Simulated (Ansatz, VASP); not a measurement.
**Zn: VASP beside Ansatz**

```
Zn
1.0
     0.00000    1.96478    1.94513
     1.96478    0.00000    1.94513
     1.96478    1.96478    0.00000
Zn
1
Direct
  0.00000 0.00000 0.00000
```

Alike in both runs: functional PBEsol; k mesh 10 × 10 × 10; occupations fermi-dirac, width 0.05 eV; no spin polarisation.

|  | VASP | Ansatz |
| --- | --- | --- |
| version | VASP 6.6.1 | Ansatz 0.2.0 |
| potentials or method | VASP PAW PBE potentials, release 64 (Zn) | Ansatz PAW |
| plane-wave cutoff (eV) | 520 | 420 |
| valence electrons in the cell | 12 | 12 |
| task | single point | band structure |

```csv
,VASP,Ansatz,Ansatz less VASP
gap on the k mesh at the Fermi level (eV),none,none,-
pressure (GPa),-4.4,-4.8,-0.34
"traceless stress, the component that is largest in VASP (GPa)",-0.59,-0.60,-0.010
```

VASP's potentials were made for PBE, not for PBEsol. A gap of «none» marks a metal or a gap that the smearing closes.
